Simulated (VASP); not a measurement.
# B48N47 (a cell with a defect) in VASP: a series of runs

The runs below take B48N47 (a cell with a defect) through single point, with PBEsol.

Everything below comes from runs of VASP 6.6.1. Logs are shortened: lines on timing, memory, paths and dates and some standing lists are left out, and cuts for length are marked.

## (1) The cell of the first run

The cell holds a defect, 95 atoms: a = 7.623 Å, b = 8.802 Å, c = 8.407 Å, α = 90.00°, β = 90.00°, γ = 90.00°.

## (2) Single point, PBEsol

INCAR reads:

```
SYSTEM = B48N47
PREC = Accurate
ENCUT = 520
EDIFF = 1E-6
ISMEAR = -1
SIGMA = 0.05
LREAL = Auto
LASPH = .True.
NELM = 60
ALGO = Normal
ISIF = 2
LWAVE = .False.
LCHARG = .True.
GGA = PS
LELF = .True.
LVHAR = .True.
NELECT = 376.0
ISYM = 0
NBANDS = 242
```

KPOINTS reads:

```
Automatic mesh
0
Gamma
  1 1 1
  0.25 0.25 0.25
```

POSCAR reads:

```
B48N47
1.0
    7.6229900000      0.0000000000      0.0000000000
    0.0000000000      8.8022710000      0.0000000000
    0.0000000000      0.0000000000      8.4065820000
B N
48 47
Direct
    0.0001070000      0.1665300000      0.0014990000
    0.0001500000      0.1676550000      0.5024670000
    0.3332750000      0.1657310000      0.0009750000
    0.3328830000      0.1613950000      0.5031810000
    0.1661790000      0.4161060000      0.0005990000
    0.1660270000      0.4159970000      0.5033320000
    0.0001030000      0.6676380000      0.0002100000
    0.0000720000      0.6697730000      0.5030700000
    0.6669470000      0.1657040000      0.0009750000
    0.6674710000      0.1613630000      0.5030720000
    0.5001460000      0.4142910000      0.9928650000
    0.5002270000      0.3777390000      0.5130650000
    0.3314340000      0.6678300000      0.9927360000
    0.2951740000      0.6864240000      0.5131910000
    0.1660650000      0.9174100000      0.0007670000
    0.1629040000      0.9203730000      0.5030960000
    0.8340200000      0.4161200000      0.0006000000
    0.8340900000      0.4158650000      0.5033540000
    0.6688340000      0.6678790000      0.9927750000
    0.7045210000      0.6860660000      0.5130970000
    0.5000930000      0.9172360000      0.0004580000
    0.5000030000      0.9163410000      0.5032790000
    0.8341260000      0.9174030000      0.0007730000
    0.8372990000      0.9202960000      0.5031000000
    0.1666560000      0.0837000000      0.2500810000
    0.1657020000      0.0838070000      0.7525380000
    0.0000470000      0.3326160000      0.2508450000
    0.0000500000      0.3321090000      0.7521180000
    0.5000420000      0.0837190000      0.2503090000
    0.5000530000      0.0838320000      0.7525070000
    0.3324360000      0.3331860000      0.2485660000
    0.3298810000      0.3314510000      0.7519940000
    0.1661160000      0.5823860000      0.2480380000
    0.1642920000      0.5809530000      0.7520080000
    0.0000070000      0.8338940000      0.2495040000
    0.0000070000      0.8340560000      0.7527050000
    0.8334310000      0.0836410000      0.2500830000
    0.8343360000      0.0837720000      0.7525290000
    0.6677330000      0.3330510000      0.2486340000
    0.6702170000      0.3314120000      0.7519880000
    0.5000870000      0.5831840000      0.2021280000
    0.5000700000      0.5830100000      0.7423340000
    0.3337470000      0.8343030000      0.2483730000
    0.3335450000      0.8370950000      0.7520900000
    0.8339680000      0.5824110000      0.2480240000
    0.8357270000      0.5809570000      0.7519940000
    0.6662880000      0.8342660000      0.2482960000
    0.6665260000      0.8370720000      0.7520840000
    0.0000980000      0.1666050000      0.1886920000
    0.0000940000      0.1668630000      0.6886320000
    0.3337120000      0.1671910000      0.1883350000
    0.3329450000      0.1659630000      0.6884690000
    0.1668260000      0.4167330000      0.1884440000
    0.1664810000      0.4163020000      0.6883110000
    0.0001010000      0.6665340000      0.1878060000
    0.0000600000      0.6664500000      0.6880410000
    0.6664960000      0.1671550000      0.1883300000
    0.6672830000      0.1659180000      0.6884820000
    0.5001390000      0.4173320000      0.1870060000
    0.5001910000      0.4139130000      0.6845750000
    0.3340010000      0.6662750000      0.1871470000
    0.3310420000      0.6678690000      0.6842980000
    0.1671680000      0.9163320000      0.1881680000
    0.1662310000      0.9173440000      0.6883830000
    0.8333800000      0.4167190000      0.1884720000
    0.8337580000      0.4162920000      0.6883010000
    0.6662310000      0.6663720000      0.1868240000
    0.6691460000      0.6677740000      0.6844190000
    0.5000860000      0.9166180000      0.1882270000
    0.5000650000      0.9170320000      0.6883350000
    0.8329920000      0.9163300000      0.1881330000
    0.8339060000      0.9173090000      0.6883800000
    0.1668650000      0.0838650000      0.4381190000
    0.1665760000      0.0833870000      0.9385940000
    0.0000660000      0.3343210000      0.4386680000
    0.0000510000      0.3334060000      0.9384270000
    0.5000250000      0.0815380000      0.4386960000
    0.5000280000      0.0831270000      0.9383990000
    0.3347500000      0.3361290000      0.4369010000
    0.3329760000      0.3329380000      0.9372160000
    0.1688050000      0.5834120000      0.4369140000
    0.1663320000      0.5831860000      0.9370940000
    0.9999570000      0.8342700000      0.4385650000
    0.0000340000      0.8334590000      0.9382360000
    0.8332610000      0.0836870000      0.4381010000
    0.8335070000      0.0833760000      0.9385960000
    0.6655450000      0.3354840000      0.4369640000
    0.6671390000      0.3329200000      0.9372290000
    0.5000580000      0.5832850000      0.9305420000
    0.3352840000      0.8310180000      0.4369290000
    0.3332470000      0.8337290000      0.9371310000
    0.8309150000      0.5833650000      0.4369470000
    0.8337460000      0.5831850000      0.9370500000
    0.6645660000      0.8308530000      0.4368980000
    0.6668080000      0.8337780000      0.9370790000
```

Potentials or basis: VASP PAW PBE potentials, release 64 (B, N).

Command:

```sh
$ cat potpaw_PBE.64/B/POTCAR potpaw_PBE.64/N/POTCAR > POTCAR
$ mpirun -np 1 vasp_std > vasp.out
```

OUTCAR:

```text
SYSTEM = B48N47
   PREC = Accurate
   ENCUT = 520
   EDIFF = 1E-6
   ISMEAR = -1
   LREAL = Auto
   LASPH = .True.
   NELM = 60
   ISIF = 2
   GGA = PS
   NELECT = 376.0
   ISYM = 0

 ion  position               nearest neighbor table
   1  0.000  0.167  0.001-  74 1.56  86 1.56  76 1.56  49 1.57
   2  0.000  0.168  0.502-  75 1.56  50 1.57  73 1.57  85 1.57
   3  0.333  0.166  0.001-  74 1.55  78 1.56  80 1.57  51 1.58
   4  0.333  0.161  0.503-  73 1.54  77 1.55  52 1.56  79 1.64
   5  0.166  0.416  0.001-  76 1.55  80 1.56  82 1.56  53 1.58
   6  0.166  0.416  0.503-  75 1.55  54 1.56  79 1.57  81 1.58
   7  0.000  0.668  0.000-  84 1.55  82 1.56  93 1.56  55 1.58
   8  0.000  0.670  0.503-  83 1.55  56 1.56  81 1.59  92 1.60
   9  0.667  0.166  0.001-  86 1.55  78 1.56  88 1.57  57 1.58
  10  0.667  0.161  0.503-  85 1.54  77 1.55  58 1.56  87 1.63
  11  0.500  0.414  0.993-  88 1.53  80 1.53  89 1.58  59 1.63
  12  0.500  0.378  0.513-  79 1.46  87 1.46  60 1.48
  13  0.331  0.668  0.993-  91 1.53  82 1.54  89 1.57  61 1.63
  14  0.295  0.686  0.513-  90 1.46  81 1.47  62 1.47
  15  0.166  0.917  0.001-  74 1.55  84 1.56  91 1.57  63 1.58
  16  0.163  0.920  0.503-  73 1.54  83 1.55  64 1.56  90 1.63
  17  0.834  0.416  0.001-  76 1.55  88 1.56  93 1.56  65 1.58
[... 76 lines left out ...]
  94  0.665  0.831  0.437-  20 1.46  22 1.57  47 1.59  24 1.63
  95  0.667  0.834  0.937-  19 1.53  48 1.56  21 1.56  23 1.57

IMPORTANT INFORMATION: All symmetrisations will be switched off!
NOSYMM: (Re-)initialisation of all symmetry stuff for point group C_1.

----------------------------------------------------------------------------------------

                                     Primitive cell

  volume of cell :     564.0785

  direct lattice vectors                    reciprocal lattice vectors
     7.622990000  0.000000000  0.000000000     0.131182121  0.000000000  0.000000000
     0.000000000  8.802271000  0.000000000     0.000000000  0.113607045  0.000000000
     0.000000000  0.000000000  8.406582000     0.000000000  0.000000000  0.118954410

  length of vectors
     7.622990000  8.802271000  8.406582000     0.131182121  0.113607045  0.118954410

  position of ions in fractional coordinates (direct lattice)
     0.000107000  0.166530000  0.001499000
     0.000150000  0.167655000  0.502467000
     0.333275000  0.165731000  0.000975000
     0.332883000  0.161395000  0.503181000
     0.166179000  0.416106000  0.000599000
     0.166027000  0.415997000  0.503332000
[... 87 lines left out ...]
     0.664566000  0.830853000  0.436898000
     0.666808000  0.833778000  0.937079000

  ion indices of the primitive-cell ions
   primitive index   ion index
                 1           1
                 2           2
                 3           3
                 4           4
                 5           5
                 6           6
[... 87 lines left out ...]
                94          94
                95          95

----------------------------------------------------------------------------------------

 KPOINTS: Automatic mesh

Automatic generation of k-mesh.
 Grid dimensions read from file:
 generate k-points for:    1    1    1

 Generating k-lattice:

  Cartesian coordinates                     Fractional coordinates (reciprocal lattice)
     0.131182121  0.000000000  0.000000000     1.000000000  0.000000000  0.000000000
     0.000000000  0.113607045  0.000000000     0.000000000  1.000000000  0.000000000
     0.000000000  0.000000000  0.118954410     0.000000000  0.000000000  1.000000000

  Length of vectors
     0.131182121  0.113607045  0.118954410

  Shift w.r.t. Gamma in fractional coordinates (k-lattice)
     0.250000000  0.250000000  0.250000000

 Subroutine IBZKPT returns following result:
 ===========================================

 Found      4 irreducible k-points:

 Following reciprocal coordinates:
            Coordinates               Weight
  0.250000  0.250000  0.250000      2.000000
  0.250000 -0.250000 -0.250000      2.000000
[... 29 lines left out ...]
   TEBEG  =    0.0;   TEEND  =   0.0 temperature during run
   PSTRESS=    0.0 pullay stress
   NELECT =     376.0000    total number of electrons
   NUPDOWN=      -1.0000    fix difference up-down
   EMIN   =  10.00;   EMAX   =-10.00  energy-range for DOS
   EFERMI =   0.00;   METHOD = LEGACY
   ISMEAR =    -1;   SIGMA  =   0.05  broadening in eV -4-tet -1-fermi 0-gaus
   EFERMI_NEDOS =   21; number of points for ismear=-14 and -15
   IALGO  =     38    algorithm
   IMIX   =      4    mixing-type and parameters
     AMIX     =   0.40;   BMIX     =  1.00
     AMIX_MAG =   1.60;   BMIX_MAG =  1.00
  volume/ion in A,a.u.               =       5.94        40.07
  Fermi-wavevector in a.u.,A,eV,Ry     =   1.430071  2.702442 27.825316  2.045103
  Thomas-Fermi vector in A             =   2.549956
   LORBIT       =      0    0 simple, 1 ext, 2 COOP (PROOUT), +10 PAW based schemes
   GGA     = PS    functional components
   LHFCALC =     F    Hartree Fock is set to
   AEXX    =    0.0000 exact exchange contribution
   IVDW    =     0    specifies the selected vdW correction
   LEPSILON=     F    determine dielectric tensor
   LRPA    =     F    only Hartree local field effects (RPA)
 non-spin polarized calculation
  energy-cutoff  :      520.00
  volume of cell :      564.08
 maximum number of plane-waves:     15183
 NGX is ok and might be reduce to    60
   NGX = 29   NGY = 33   NGZ = 31

 number of electron     375.9999978 magnetization

 Free energy of the ion-electron system (eV)
  ---------------------------------------------------
  ext. energy  EPLUGINS =         0.00000000
  ---------------------------------------------------
  free energy    TOTEN  =      -889.73016705 eV

  energy without entropy =     -889.73016701  energy(sigma->0) =     -889.73016703

 E-fermi :   7.9901     XC(G=0): -12.8953

 val. band max:        7.0712145989   @ k =   0.2500  -0.2500  -0.2500
 cond. band min:       8.9141542824   @ k =   0.2500  -0.2500  -0.2500
 fundamental gap:      1.8429396835
 Fermi energy:         7.9901470752

 k-point     1 :       0.2500    0.2500    0.2500
  band No.  band energies     occupation
      1     -12.7471      2.00000
      2     -12.1002      2.00000
      3     -12.0264      2.00000
      4     -11.8277      2.00000
      5     -11.3244      2.00000
      6     -11.2226      2.00000
[... 801 lines left out ...]
    199      14.4956      0.00000
    200      14.5814      0.00000
 [bands above 200 left out]

------------------------ aborting loop because EDIFF is reached ----------------------------------------

  FORCE on cell =-STRESS in cart. coord.  units (eV):
  Direction    XX          YY          ZZ          XY          YZ          ZX
  --------------------------------------------------------------------------------------
  -------------------------------------------------------------------------------------
  Total      -24.0438143    -24.7528936    -24.9230614     -0.2189229     -0.1827771     -0.0367392
  in kB      -68.2927198    -70.3067494    -70.7900847     -0.6218166     -0.5191500     -0.1043519
  external PRESSURE =     -69.7965180 kB  Pullay stress =       0.0000000 kB

 VOLUME and BASIS-vectors are now :
 -----------------------------------------------------------------------------
  energy-cutoff  :      520.00
  volume of cell :      564.08
      direct lattice vectors                 reciprocal lattice vectors
     7.622990000  0.000000000  0.000000000     0.131182121  0.000000000  0.000000000
     0.000000000  8.802271000  0.000000000     0.000000000  0.113607045  0.000000000
     0.000000000  0.000000000  8.406582000     0.000000000  0.000000000  0.118954410

 POSITION                                       TOTAL-FORCE (eV/Angst)
 -----------------------------------------------------------------------------------
      0.00082      1.46584      0.01260        -0.011714      0.002622      0.003176
      0.00114      1.47574      4.22403        -0.018520     -0.004892      0.000563
      2.54055      1.45881      0.00820        -0.009999     -0.000200      0.003126
      2.53756      1.42064      4.23003        -0.018763      0.029983     -0.020843
      1.26678      3.66268      0.00504        -0.008053      0.000032      0.002717
      1.26562      3.66172      4.23130         0.004857     -0.000277     -0.005532
[... 87 lines left out ...]
      5.06598      7.31339      3.67282         0.006883      0.008646     -0.011027
      5.08307      7.33914      7.87763         0.011245      0.000816      0.010251
 -----------------------------------------------------------------------------------
    total drift:                               -0.000919      0.001915     -0.003062

  FREE ENERGIE OF THE ION-ELECTRON SYSTEM (eV)
  ---------------------------------------------------
  free  energy   TOTEN  =      -889.7301670467 eV

  energy  without entropy=     -889.7301670109  energy(sigma->0) =     -889.73016703
```

Run time: 26 min. Hardware: 1 thread of AMD EPYC 7R13 (Zen 3), shared host; peak memory 0.74 GiB.

Results:

```
Free energy   : -889.7302 eV
Largest force : 0.053 eV/Å
```

Forces on the atoms (eV/Å):
```
B   -0.012  0.003  0.003
B   -0.019 -0.005  0.001
B   -0.010  0.000  0.003
B   -0.019  0.030 -0.021
B   -0.008  0.000  0.003
B    0.005  0.000 -0.006
B   -0.011 -0.002  0.004
B   -0.027 -0.009 -0.009
B   -0.013  0.002  0.004
B   -0.014  0.003  0.004
B   -0.014  0.001  0.013
B   -0.026  0.007 -0.003
B   -0.011 -0.006  0.018
B    0.014 -0.044 -0.021
B   -0.010 -0.004  0.008
B   -0.010 -0.007 -0.008
B   -0.009 -0.004  0.003
B    0.000  0.001 -0.011
B   -0.015 -0.005  0.001
B   -0.003  0.035  0.007
B   -0.011 -0.001  0.003
B    0.005 -0.009 -0.008
B   -0.011  0.000  0.002
B   -0.027 -0.015 -0.004
B    0.012  0.000  0.003
B    0.012 -0.001  0.001
B    0.011  0.002  0.005
B    0.008  0.004  0.002
B    0.006 -0.002 -0.002
B    0.008  0.002  0.000
B    0.012 -0.003  0.015
B    0.018  0.001 -0.001
B    0.004  0.009  0.012
B    0.017  0.007  0.002
B    0.012 -0.001  0.004
B    0.010 -0.004  0.003
B    0.010  0.002  0.002
B    0.012  0.002  0.003
B    0.001  0.005 -0.001
B    0.010  0.004  0.005
B    0.011  0.002  0.022
B    0.002 -0.002  0.004
B    0.008 -0.009  0.004
B    0.008 -0.008  0.002
B    0.001  0.005  0.008
B    0.008  0.001  0.004
B    0.010 -0.003  0.017
B    0.005 -0.009 -0.003
N   -0.010  0.000 -0.005
N   -0.009 -0.003 -0.003
N   -0.008  0.004  0.001
N   -0.009 -0.002  0.003
N   -0.012 -0.005 -0.003
N   -0.015  0.003 -0.003
N   -0.011  0.002 -0.004
N   -0.004  0.004  0.000
N   -0.008 -0.003 -0.004
N   -0.011  0.000 -0.004
N   -0.003 -0.018 -0.003
N   -0.017  0.011  0.012
N   -0.021  0.021 -0.024
N   -0.009 -0.010  0.028
N   -0.010  0.003 -0.007
N   -0.009  0.004  0.002
N   -0.008 -0.003 -0.003
N   -0.011 -0.005  0.001
N    0.003 -0.005  0.016
N   -0.018  0.008 -0.003
N   -0.014  0.002 -0.002
N   -0.006  0.003 -0.003
N   -0.009 -0.001 -0.001
N   -0.004  0.005 -0.002
N    0.014  0.000  0.001
N    0.011  0.002 -0.002
N    0.006  0.007 -0.007
N    0.008 -0.004  0.000
N    0.014  0.003  0.001
N    0.012  0.000 -0.006
N   -0.010 -0.051 -0.007
N    0.007  0.000  0.000
N    0.017  0.007  0.005
N    0.013 -0.002 -0.004
N    0.023  0.001 -0.006
N    0.010 -0.001 -0.001
N    0.015  0.015  0.001
N    0.012  0.002 -0.003
N    0.018  0.035 -0.015
N    0.015 -0.002 -0.004
N    0.006  0.001 -0.002
N    0.009  0.021 -0.015
N    0.012  0.008  0.003
N    0.025 -0.031 -0.027
N    0.015 -0.004  0.003
N    0.007  0.009 -0.011
N    0.011  0.001  0.010
```

Caveat: the k points lie up to 0.82 Å⁻¹ apart; the cell carries a net charge on a neutralising background, which shifts energy and pressure; the cell is charged against a uniform background, so pressure and absolute levels hang on convention; the PAW data sets were made with another functional, which shifts forces and pressure a little.

(Part 1 of 2 ends here.)
